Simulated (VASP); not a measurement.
Runs of VASP 6.6.1 on HoTeI. The structure is that of space group P-6m2 (No. 187), or close to it. The cells are those of the table. The cell was generated, and may not be a known phase.

```tsv
task	cell	k mesh	gap on the mesh (eV)	pressure (GPa)	relaxed volume (Å³/atom)
relaxation of cell and atoms	relaxed from a = 5.572, b = 5.572, c = 3.427 Å, angles 90.0, 90.0, 120.0°, 3 atoms	6 × 6 × 6	none	0.0	(a)
single point	a = 5.598, b = 5.598, c = 3.438 Å, angles 90.0, 90.0, 120.0°, 3 atoms	12 × 12 × 14	none	0.0	-
relaxation of cell and atoms	relaxed from a = 4.777, b = 4.777, c = 5.262 Å, angles 90.0, 90.0, 120.0°, 3 atoms	6 × 6 × 4	none	0.0	30.80
single point	a = 4.777, b = 4.777, c = 5.262 Å, angles 90.0, 90.0, 120.0°, 3 atoms	6 × 6 × 4	none	7.3	-
single point	a = 5.557, b = 5.557, c = 3.493 Å, angles 90.0, 90.0, 120.0°, 3 atoms	6 × 6 × 6	none	0.0	-
relaxation of cell and atoms	relaxed from a = 5.557, b = 5.557, c = 3.493 Å, angles 90.0, 90.0, 120.0°, 3 atoms	12 × 12 × 14	none	0.0	31.13
single point	a = 5.572, b = 5.572, c = 3.427 Å, angles 90.0, 90.0, 120.0°, 3 atoms	6 × 6 × 4	none	(b)	-
```

Alike in all rows: level PBE; potentials or basis VASP PAW PBE potentials, release 64 (Ho_3, Te, I), 4f in core; no spin polarisation; cutoff (eV) 500; smearing gaussian 0.1 eV.

Question: Fill in the values left out.

Answer: (a) 31.16; (b) 0.1.

Caveats: some runs use coarse meshes; spin-orbit coupling is left out, which moves the levels of the heavy elements; the 4f electrons are frozen in the core, so they carry no moment and show no levels; the run has no spin polarisation, though such a crystal can be magnetic; a cell axis changed by over 15 % at a fixed basis, so the end point is rough (at least some runs); the stress differs along the axes, from -7 to 14 GPa (at least some runs).

A k mesh can miss the band edges, and the runs leave out spin-orbit coupling on Ho, I, Te.

A gap of «none» marks levels without a gap at the run's occupations.
